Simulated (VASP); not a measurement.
Wanted: the native input for a VASP 6.6.1 run.

```yaml
Task: single point
Functional: PBE
Potentials_or_basis: VASP PAW PBE potentials, release 64 (Cs_sv, Li_sv, Cr_pv, Te, S)
Cutoff: 520 eV
k_mesh: 4 × 4 × 4
Occupations: fermi-dirac, width 0.05 eV
Spin: collinear spin, ferromagnetic start
Starting_moments: "[0.0, 0.0, 3.0, 3.0, 0.0, 0.0, 0.0, 0.0, 0.0] μB"
Dipole_correction: no
Further_INCAR_settings: ALGO = Normal; EDIFF = 1e-07; NBANDS = 47
```

The structure of CsLiCr2Te2S3 lies in POSCAR:

```
CsLiCr2Te2S3
1.0
    3.2798514923      1.8936216047      6.3454855277
   -3.2798514923      1.8936216047      6.3454855277
    0.0000000000     -3.7872478211      6.3454841515
Cs Li Cr Te S
1 1 2 2 3
Direct
    0.0000000000      0.0000000000      0.0000000000
    0.5000000000      0.5000000000      0.5000000000
    0.7951278062      0.7951278062      0.7951278062
    0.2048721938      0.2048721938      0.2048721938
    0.6675867087      0.6675867087      0.6675867087
    0.3324132913      0.3324132913      0.3324132913
    0.1372320481      0.8627679519      0.5000000000
    0.5000000000      0.1372320481      0.8627679519
    0.8627679519      0.5000000000      0.1372320481
```

The input as run:

INCAR

```
ALGO = Normal ; EDIFF = 1E-7
ENCUT = 520 ; GGA = PE
ISIF = 2 ; ISMEAR = -1
ISPIN = 2 ; LASPH = T
LCHARG = F ; LMAXMIX = 4
LORBIT = 11 ; LREAL = F
LWAVE = F ; MAGMOM = 0 0 3 3 0 0 0 0 0
NBANDS = 47 ; NELM = 150
PREC = Accurate ; SIGMA = 0.05
```

KPOINTS

```
k-points
0
Gamma
  4 4 4
```

Potentials or basis: VASP PAW PBE potentials, release 64 (Cs_sv, Li_sv, Cr_pv, Te, S).

Run with:

```bash
$ cat potpaw_PBE.64/Cs_sv/POTCAR potpaw_PBE.64/Li_sv/POTCAR potpaw_PBE.64/Cr_pv/POTCAR potpaw_PBE.64/Te/POTCAR potpaw_PBE.64/S/POTCAR > POTCAR
$ mpirun -np 1 vasp_std > vasp.out
```

Results of the run:

* Largest force: 0.010 eV/Å
* Band gap on the k mesh: zero (filled and empty bands overlap)
* Net moment: 4.00 μB per cell
* Site moments: Cs -0.01; Li +0.00; Cr +2.28; Te -0.22; S -0.08 μB
* Valence electrons inside the program's atomic spheres: Cs 6.58; Li 2.07; Cr 10.84; Te 3.41; S 3.76

Caveat: spin-orbit coupling is left out, which moves the levels of the heavy elements; only a ferromagnetic start was run, and an antiferromagnetic order may lie lower in energy.

Wall time 6.9 min on 1 thread of Intel(R) Xeon(R) Platinum 8375C CPU @ 2.90GHz (Ice Lake), with other jobs on the host, peak memory 0.71 GiB.
